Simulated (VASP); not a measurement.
Set up this calculation in VASP 6.6.1, as the native input.

| Item | Value |
| --- | --- |
| Task | relaxation of cell and atoms |
| Functional | PBE |
| Potentials or basis | VASP PAW PBE potentials, release 64 (Si) |
| Cutoff | 600 eV |
| k mesh | 6 × 4 × 4 |
| Occupations | gaussian, width 0.1 eV |
| Spin | no spin polarisation |
| Dipole correction | no |
| Further INCAR settings | ALGO = Normal; EDIFF = 1e-07; IBRION = 2; EDIFFG = -0.04; NSW = 90; ISIF = 3 |

The structure of Si lies in POSCAR:

```
Si
1.0
    3.2359872300      0.0000000000      0.0000000000
    0.0000000000      5.9201980400      0.0000000000
    0.0000000000      0.0000000000      6.7814608800
Si
8
Direct
    0.2016419900      0.1656220000      0.0989970000
    0.7016419900      0.3343780000      0.5989970000
    0.2016419900      0.8343780000      0.9010030000
    0.2983580100      0.6656220000      0.5989970000
    0.2983580100      0.3343780000      0.4010030000
    0.7983580100      0.1656220000      0.9010030000
    0.7983580100      0.8343780000      0.0989970000
    0.7016419900      0.6656220000      0.4010030000
```

The cell was generated, and may not be a known phase.

One way to write it, as run:

INCAR

```
SYSTEM = Si
  PREC = Accurate
  ENCUT = 600
  EDIFF = 1E-7
  ISMEAR = 0
  SIGMA = 0.1
  LREAL = .False.
  LASPH = .True.
  NELM = 100
  ALGO = Normal
  ISIF = 3
  LWAVE = .False.
  LCHARG = .False.
  GGA = PE
  IBRION = 2
  NSW = 90
  EDIFFG = -0.04
```

KPOINTS

```
Automatic mesh
0
Gamma
  6 4 4
  0 0 0
```

Potentials or basis: VASP PAW PBE potentials, release 64 (Si).

The run is started by

```console
$ cat potpaw_PBE.64/Si/POTCAR > POTCAR
$ mpirun -np 1 vasp_std > vasp.out
```

Results of the run:

| Quantity | Value |
| --- | --- |
| Relaxed volume | 21.00 Å³/atom |
| Relaxed cell | a = 3.221 Å, b = 7.255 Å, c = 7.190 Å, α = 90.00°, β = 90.00°, γ = 90.00° |
| Space group after relaxing (to 0.1 Å) | P4_2/mmc (No. 131) |
| Energy gained by relaxing | 1119.5 meV/atom |
| Ionic steps | 37 |
| Pressure after relaxing | 0.0 GPa |
| Largest force after relaxing | 0.028 eV/Å |
| Band gap on the k mesh | zero (bands 16 and 17 overlap by 3.56 eV) |

Caveat: the volume moved by over 15 % at a fixed basis, so the end points are rough.

It took 68 min on 1 thread of Intel Xeon 8259CL, with other jobs on the host, peak memory 0.31 GiB.
